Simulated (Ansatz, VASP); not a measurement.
# Two plane-wave programs on Zn

File INCAR:

```
SYSTEM = Zn
  PREC = Accurate
  ENCUT = 520
  EDIFF = 1E-6
  ISMEAR = 0
  SIGMA = 0.15
  LREAL = .FALSE.
  LASPH = .TRUE.
  NELM = 80
  ALGO = Fast
  ISIF = 2
  LWAVE = .FALSE.
  LCHARG = .FALSE.
  GGA = PS
  NBANDS = 12
```

File KPOINTS:

```
Automatic mesh
0
G
  22 22 22
  0 0 0
```

Contents of POSCAR:

```
Zn
1.0
   -0.8980803007      1.5660141772      1.5660141772
    1.5660141772     -0.8980803007      1.5660141772
    1.5660141772      1.5660141772     -0.8980803007
Zn
1
Direct
    0.0000000000      0.0000000000      0.0000000000
```

Input for Ansatz:

```yaml
crystal:
  lattice:
    - [-0.8980803007, 1.5660141772, 1.5660141772]
    - [1.5660141772, -0.8980803007, 1.5660141772]
    - [1.5660141772, 1.5660141772, -0.8980803007]
  atoms:
    - { symbol: Zn, position: [0.0, 0.0, 0.0] }
basis:
  ecutwfc: 520.0
kpoints:
  mp_grid: { grid: [22, 22, 22] }
hamiltonian:
  xc: pbesol
scf:
  occupations: { method: gaussian, width: 0.15 }
output:
  forces: true
  stress: true
  eigenvalues: true
```

Alike in both runs: task single point; functional PBEsol; k mesh 22 × 22 × 22; occupations gaussian, width 0.15 eV; no spin polarisation.

```csv
,VASP,Ansatz
version,VASP 6.6.1,Ansatz 0.2.0
potentials or method,"VASP PAW PBE potentials, release 64 (Zn), cutoff 520 eV","scalar-relativistic, plane waves, PAW"
valence electrons in the cell,12,12
```

```csv
,VASP,Ansatz,Ansatz less VASP
gap on the k mesh at the Fermi level (eV),none,none,-
pressure (GPa),23.1,22.3,-0.74
"traceless stress, the component that is largest in VASP (GPa)",-2.43,-2.39,+0.039
```

VASP's potentials were made for PBE, not for PBEsol. A gap of «none» marks a metal or a gap that the smearing closes. The functional is the same, so the differences come from potentials, cutoffs and numerics.
